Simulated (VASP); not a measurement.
# HfTe4 (Im-3m) in VASP: notebook

HfTe4 is run at these levels: PBE; tasks: single point, relaxation of cell and atoms.

All numbers are computed with VASP 6.6.1; they aren't measurements. Logs are shortened: lines on timing, memory, paths and dates and some standing lists are left out, and cuts for length are marked.

## Step 1: The cell of the first run

Symmetry: Im-3m, No. 229, cubic system. The conventional cell has a = 6.759 Å, b = 6.759 Å, c = 6.759 Å, α = 90.00°, β = 90.00°, γ = 90.00°. Hf (site symmetry m-3m) has 8 Te at 2.93 Å within 3.9 Å. Within 3.9 Å of Te (site symmetry -3m) lie 2 Hf at 2.93 Å and 6 Te at 3.38 Å.

## Step 2: Single point, PBE

Input file INCAR:

```
SYSTEM = HfTe4
PREC = Accurate
ENCUT = 500
EDIFF = 1E-6
ISMEAR = 0
SIGMA = 0.1
LREAL = .False.
LASPH = .True.
NELM = 120
ALGO = Normal
ISIF = 2
LWAVE = .False.
LCHARG = .False.
GGA = PE
NBANDS = 25
GGA_COMPAT = .False.
```

Input file KPOINTS:

```
Automatic mesh
0
Gamma
  4 4 4
  0 0 0
```

Input file POSCAR:

```
HfTe4
1.0
   -3.3796836700      3.3796836700      3.3796836700
    3.3796836700     -3.3796836700      3.3796836700
    3.3796836700      3.3796836700     -3.3796836700
Hf Te
1 4
Direct
    0.0000000000      0.0000000000      0.0000000000
    0.0000000000      0.0000000000      0.5000000000
    0.0000000000      0.5000000000      0.0000000000
    0.5000000000      0.0000000000      0.0000000000
    0.5000000000      0.5000000000      0.5000000000
```

Potentials or basis: VASP PAW PBE potentials, release 64 (Hf_pv, Te).

Started as:

```sh
> cat potpaw_PBE.64/Hf_pv/POTCAR potpaw_PBE.64/Te/POTCAR > POTCAR
> mpirun -np 1 vasp_std > vasp.out
```

OUTCAR:

```text
SYSTEM = HfTe4
   PREC = Accurate
   ENCUT = 500
   EDIFF = 1E-6
   ISMEAR = 0
   LREAL = .False.
   LASPH = .True.
   NELM = 120
   ISIF = 2
   GGA = PE

 ion  position               nearest neighbor table
   1  0.000  0.000  0.000-   2 2.93   3 2.93   4 2.93   5 2.93   2 2.93   3 2.93   4 2.93   5 2.93

   2  0.000  0.000  0.500-   1 2.93   1 2.93   4 3.38   5 3.38   3 3.38   3 3.38   4 3.38   5 3.38

   3  0.000  0.500  0.000-   1 2.93   1 2.93   4 3.38   5 3.38   2 3.38   2 3.38   5 3.38   4 3.38

   4  0.500  0.000  0.000-   1 2.93   1 2.93   3 3.38   5 3.38   5 3.38   2 3.38   2 3.38   3 3.38

   5  0.500  0.500  0.500-   1 2.93   1 2.93   3 3.38   4 3.38   4 3.38   3 3.38   2 3.38   2 3.38

  LATTYP: Found a body centered cubic cell.
 ALAT       =     6.7593673400

  Lattice vectors:

 A1 = (  -3.3796836700,   3.3796836700,   3.3796836700)
 A2 = (   3.3796836700,  -3.3796836700,   3.3796836700)
 A3 = (   3.3796836700,   3.3796836700,  -3.3796836700)

Analysis of symmetry for initial positions (statically):
=====================================================================
 Subroutine PRICEL returns:
 Original cell was already a primitive cell.

 Routine SETGRP: Setting up the symmetry group for a
 body centered cubic supercell.

 Subroutine GETGRP returns: Found 48 space group operations
 (whereof 48 operations were pure point group operations)
 out of a pool of 48 trial point group operations.

The static configuration has the point symmetry O_h .

Analysis of symmetry for dynamics (positions and initial velocities):
=====================================================================
 Subroutine PRICEL returns:
 Original cell was already a primitive cell.

 Routine SETGRP: Setting up the symmetry group for a
 body centered cubic supercell.

 Subroutine GETGRP returns: Found 48 space group operations
 (whereof 48 operations were pure point group operations)
 out of a pool of 48 trial point group operations.

The dynamic configuration has the point symmetry O_h .

 Subroutine INISYM returns: Found 48 space group operations
 (whereof 48 operations are pure point group operations),
 and found     1 'primitive' translations

----------------------------------------------------------------------------------------

                                     Primitive cell

  volume of cell :     154.4145

  direct lattice vectors                    reciprocal lattice vectors
    -3.379683670  3.379683670  3.379683670     0.000000000  0.147942840  0.147942840
     3.379683670 -3.379683670  3.379683670     0.147942840  0.000000000  0.147942840
     3.379683670  3.379683670 -3.379683670     0.147942840  0.147942840  0.000000000

  length of vectors
     5.853783830  5.853783830  5.853783830     0.209222771  0.209222771  0.209222771

  position of ions in fractional coordinates (direct lattice)
     0.000000000  0.000000000  0.000000000
     0.000000000  0.000000000  0.500000000
     0.000000000  0.500000000  0.000000000
     0.500000000  0.000000000  0.000000000
     0.500000000  0.500000000  0.500000000

  ion indices of the primitive-cell ions
   primitive index   ion index
                 1           1
                 2           2
                 3           3
                 4           4
                 5           5

----------------------------------------------------------------------------------------

 KPOINTS: Automatic mesh

Automatic generation of k-mesh.
 Grid dimensions read from file:
 generate k-points for:    4    4    4

 Generating k-lattice:

  Cartesian coordinates                     Fractional coordinates (reciprocal lattice)
     0.000000000  0.036985710  0.036985710     0.250000000  0.000000000  0.000000000
     0.036985710  0.000000000  0.036985710     0.000000000  0.250000000  0.000000000
     0.036985710  0.036985710  0.000000000     0.000000000  0.000000000  0.250000000

  Length of vectors
     0.052305693  0.052305693  0.052305693

  Shift w.r.t. Gamma in fractional coordinates (k-lattice)
     0.000000000  0.000000000  0.000000000

 Subroutine IBZKPT returns following result:
 ===========================================

 Found      8 irreducible k-points:

 Following reciprocal coordinates:
            Coordinates               Weight
  0.000000  0.000000  0.000000      1.000000
  0.250000  0.000000  0.000000     12.000000
  0.500000  0.000000  0.000000      6.000000
  0.250000  0.250000  0.000000     24.000000
  0.250000  0.250000  0.250000      2.000000
 -0.250000  0.250000  0.250000      6.000000
  0.500000  0.500000  0.250000     12.000000
  0.500000  0.500000  0.500000      1.000000
   k-points           NKPTS =      8   k-points in BZ     NKDIM =      8   number of bands    NBANDS=     25
   number of dos      NEDOS =    301   number of ions     NIONS =      5
   total plane-waves  NPLWV = 110592
   dimension x,y,z NGX =    48 NGY =   48 NGZ =   48
   dimension x,y,z NGXF=    96 NGYF=   96 NGZF=   96
   ions per type =               1   4
   NGX,Y,Z   is equivalent  to a cutoff of  13.63, 13.63, 13.63 a.u.
   NGXF,Y,Z  is equivalent  to a cutoff of  27.26, 27.26, 27.26 a.u.
 SYSTEM =  HfTe4
   PREC   = accura    normal or accurate (medium, high low for compatibility)
   ISTART =      0    job   : 0-new  1-cont  2-samecut
   ICHARG =      2    charge: 1-file 2-atom 10-const
   ISPIN  =      1    spin polarized calculation?
   LNONCOLLINEAR =      F non collinear calculations
   LSORBIT =      F    spin-orbit coupling
   LASPH  =      T    aspherical Exc in radial PAW
   ENCUT  =  500.0 eV  36.75 Ry    6.06 a.u.  10.67 10.67 10.67*2*pi/ulx,y,z
   NELM   =    120;   NELMIN=  2; NELMDL= -5     # of ELM steps
   EDIFF  = 0.1E-05   stopping-criterion for ELM
   LREAL  =      F    real-space projection
   EDIFFG = 0.1E-04   stopping-criterion for IOM
   NSW    =      0    number of steps for IOM
   IBRION =     -1    ionic relax: 0-MD 1-quasi-New 2-CG
   NFREE  =      0    steps in history (QN), initial steepest desc. (CG)
   ISIF   =      2    stress and relaxation
   ISYM   =      2    0-nonsym 1-usesym 2-fastsym
   POTIM  = 0.5000    time-step for ionic-motion
   TEBEG  =    0.0;   TEEND  =   0.0 temperature during run
   PSTRESS=    0.0 pullay stress
   NELECT =      34.0000    total number of electrons
   NUPDOWN=      -1.0000    fix difference up-down
   EMIN   =  10.00;   EMAX   =-10.00  energy-range for DOS
   EFERMI =   0.00;   METHOD = LEGACY
   ISMEAR =     0;   SIGMA  =   0.10  broadening in eV -4-tet -1-fermi 0-gaus
   EFERMI_NEDOS =   21; number of points for ismear=-14 and -15
   IALGO  =     38    algorithm
   IMIX   =      4    mixing-type and parameters
     AMIX     =   0.40;   BMIX     =  1.00
     AMIX_MAG =   1.60;   BMIX_MAG =  1.00
  volume/ion in A,a.u.               =      30.88       208.41
  Fermi-wavevector in a.u.,A,eV,Ry     =   0.988565  1.868116 13.296431  0.977260
  Thomas-Fermi vector in A             =   2.120100
   LORBIT       =      0    0 simple, 1 ext, 2 COOP (PROOUT), +10 PAW based schemes
   GGA     = PE    functional components
   LHFCALC =     F    Hartree Fock is set to
   AEXX    =    0.0000 exact exchange contribution
   IVDW    =     0    specifies the selected vdW correction
   LEPSILON=     F    determine dielectric tensor
   LRPA    =     F    only Hartree local field effects (RPA)
 non-spin polarized calculation
 Gauss-broadening in eV      SIGMA  =   0.10
  energy-cutoff  :      500.00
  volume of cell :      154.41
 maximum number of plane-waves:      3942
 NGX is ok and might be reduce to    48
   NGX = 21   NGY = 21   NGZ = 21

 number of electron      34.0000001 magnetization

 Free energy of the ion-electron system (eV)
  ---------------------------------------------------
  ext. energy  EPLUGINS =         0.00000000
  ---------------------------------------------------
  free energy    TOTEN  =       -22.79588973 eV

  energy without entropy =      -22.79150994  energy(sigma->0) =      -22.79369983

 E-fermi :   6.1837     XC(G=0):  -9.4374

 val. band max:        6.0788848183   @ k =   0.5000   0.5000   0.2500
 cond. band min:       6.4771521779   @ k =   0.0000   0.0000   0.0000
 fundamental gap:      0.3982673596
 Fermi energy:         6.1836880525

 k-point     1 :       0.0000    0.0000    0.0000
  band No.  band energies     occupation
      1     -25.8409      2.00000
      2     -25.8409      2.00000
      3     -25.8409      2.00000
      4      -7.0900      2.00000
      5      -4.4978      2.00000
      6      -4.4978      2.00000
[... 17 lines left out ...]
     24       8.7947      0.00000
     25       8.7947      0.00000

 k-point     2 :       0.2500    0.0000    0.0000
  band No.  band energies     occupation
      1     -25.8408      2.00000
      2     -25.8407      2.00000
      3     -25.8405      2.00000
      4      -6.7637      2.00000
      5      -4.9145      2.00000
      6      -4.5935      2.00000
[... 17 lines left out ...]
     24       8.7858      0.00000
     25      10.2162      0.00000

 k-point     3 :       0.5000    0.0000    0.0000
  band No.  band energies     occupation
      1     -25.8407      2.00000
      2     -25.8404      2.00000
      3     -25.8401      2.00000
      4      -6.0397      2.00000
      5      -5.7371      2.00000
      6      -4.6826      2.00000
[... 17 lines left out ...]
     24      10.7829      0.00000
     25      11.2838      0.00000

 k-point     4 :       0.2500    0.2500    0.0000
  band No.  band energies     occupation
      1     -25.8406      2.00000
      2     -25.8404      2.00000
      3     -25.8402      2.00000
      4      -6.1768      2.00000
      5      -5.2402      2.00000
      6      -5.1941      2.00000
[... 17 lines left out ...]
     24       9.5033      0.00000
     25      11.2653      0.00000

 k-point     5 :       0.2500    0.2500    0.2500
  band No.  band energies     occupation
      1     -25.8404      2.00000
      2     -25.8404      2.00000
      3     -25.8404      2.00000
      4      -5.5331      2.00000
      5      -5.2849      2.00000
      6      -5.2849      2.00000
[... 17 lines left out ...]
     24       8.7473      0.00000
     25      11.7386      0.00000

 k-point     6 :      -0.2500    0.2500    0.2500
  band No.  band energies     occupation
      1     -25.8404      2.00000
      2     -25.8404      2.00000
      3     -25.8404      2.00000
      4      -6.4638      2.00000
      5      -5.0961      2.00000
      6      -5.0961      2.00000
[... 17 lines left out ...]
     24       8.9489      0.00000
     25      10.6667      0.00000

 k-point     7 :       0.5000    0.5000    0.2500
  band No.  band energies     occupation
      1     -25.8403      2.00000
      2     -25.8401      2.00000
      3     -25.8399      2.00000
      4      -5.8154      2.00000
      5      -5.6451      2.00000
      6      -5.3006      2.00000
[... 17 lines left out ...]
     24      10.5724      0.00000
     25      11.2396      0.00000

 k-point     8 :       0.5000    0.5000    0.5000
  band No.  band energies     occupation
      1     -25.8398      2.00000
      2     -25.8398      2.00000
      3     -25.8398      2.00000
      4      -5.5455      2.00000
      5      -5.5455      2.00000
      6      -5.5455      2.00000
[... 17 lines left out ...]
     24       9.9770      0.00000
     25      12.1600      0.00000

------------------------ aborting loop because EDIFF is reached ----------------------------------------

  FORCE on cell =-STRESS in cart. coord.  units (eV):
  Direction    XX          YY          ZZ          XY          YZ          ZX
  --------------------------------------------------------------------------------------
  -------------------------------------------------------------------------------------
  Total        2.6339571      2.6339571      2.6339571      0.0000000      0.0000000      0.0000000
  in kB       27.3294650     27.3294650     27.3294650      0.0000000      0.0000000      0.0000000
  external PRESSURE =      27.3294650 kB  Pullay stress =       0.0000000 kB

 VOLUME and BASIS-vectors are now :
 -----------------------------------------------------------------------------
  energy-cutoff  :      500.00
  volume of cell :      154.41
      direct lattice vectors                 reciprocal lattice vectors
    -3.379683670  3.379683670  3.379683670     0.000000000  0.147942840  0.147942840
     3.379683670 -3.379683670  3.379683670     0.147942840  0.000000000  0.147942840
     3.379683670  3.379683670 -3.379683670     0.147942840  0.147942840  0.000000000

 POSITION                                       TOTAL-FORCE (eV/Angst)
 -----------------------------------------------------------------------------------
      0.00000      0.00000      0.00000        -0.000000      0.000000      0.000000
      1.68984      1.68984     -1.68984         0.000000      0.000000     -0.000000
      1.68984     -1.68984      1.68984        -0.000000     -0.000000      0.000000
     -1.68984      1.68984      1.68984         0.000000      0.000000     -0.000000
      1.68984      1.68984      1.68984         0.000000      0.000000      0.000000
 -----------------------------------------------------------------------------------
    total drift:                                0.000000      0.000000     -0.000000

  FREE ENERGIE OF THE ION-ELECTRON SYSTEM (eV)
  ---------------------------------------------------
  free  energy   TOTEN  =       -22.7958897301 eV

  energy  without entropy=      -22.7915099383  energy(sigma->0) =      -22.79369983
```

Wall time 35 s (1 thread of Intel Xeon Platinum 8259CL at 2.50GHz (Skylake/Cascade Lake), shared host); peak memory 0.31 GiB.

What came out:

* Free energy: -22.7959 eV
* Pressure: 2.7 GPa
* Band gap on the k mesh: zero (band 17 reaches 7.69 eV, above the bottom of band 18 at 4.30 eV)

Caveat: spin-orbit coupling is left out, which moves the levels of the heavy elements.

(Continued in part 2 of 2.)
